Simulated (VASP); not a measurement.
Set up this calculation in VASP 6.6.1, as the native input.

| Property | Result |
| --- | --- |
| Task | single point |
| Functional | PBEsol |
| Potentials or basis | VASP PAW PBE potentials, release 64 (Al, Ni) |
| Cutoff | 520 eV |
| k mesh | 14 × 14 × 14 |
| Occupations | gaussian, width 0.1 eV |
| Spin | no spin polarisation |
| Dipole correction | no |
| Further INCAR settings | ALGO = Normal; EDIFF = 1e-06; NBANDS = 14 |

The structure of AlNi lies in POSCAR:

```
AlNi
1.0
    2.8586048674      0.0000000000      0.0000000000
    0.0000000000      2.8586048674      0.0000000000
    0.0000000000      0.0000000000      2.8981029747
Al Ni
1 1
Direct
    0.0000000000      0.0000000000      0.0000000000
    0.5000000000      0.5000000000      0.5000000000
```

This cell differs from its parent crystal: strain along c alone, the other axes held: +1.0 %.

One way to write it, as run:

INCAR

```
PREC = Accurate
ENCUT = 520
EDIFF = 1E-6
ISMEAR = 0
SIGMA = 0.1
LREAL = False
LASPH = True
NELM = 100
ALGO = Normal
ISIF = 2
LWAVE = False
LCHARG = False
GGA = PS
NBANDS = 14
```

KPOINTS

```
regular mesh
0
Gamma
  14 14 14
```

Potentials or basis: VASP PAW PBE potentials, release 64 (Al, Ni).

Run with:

```bash
$ cat potpaw_PBE.64/Al/POTCAR potpaw_PBE.64/Ni/POTCAR > POTCAR
$ mpirun -np 1 vasp_std > vasp.out
```

Results of the run:

* Pressure: -1.5 GPa

Caveat: the cell differs from its parent crystal (strain along c alone, the other axes held: +1.0 %); the PAW data sets were made with another functional, which shifts forces and pressure a little.

Run time: 30 s on 1 thread of Intel(R) Xeon(R) 6975P-C (Granite Rapids), with other jobs on the host, peak memory 0.21 GiB.
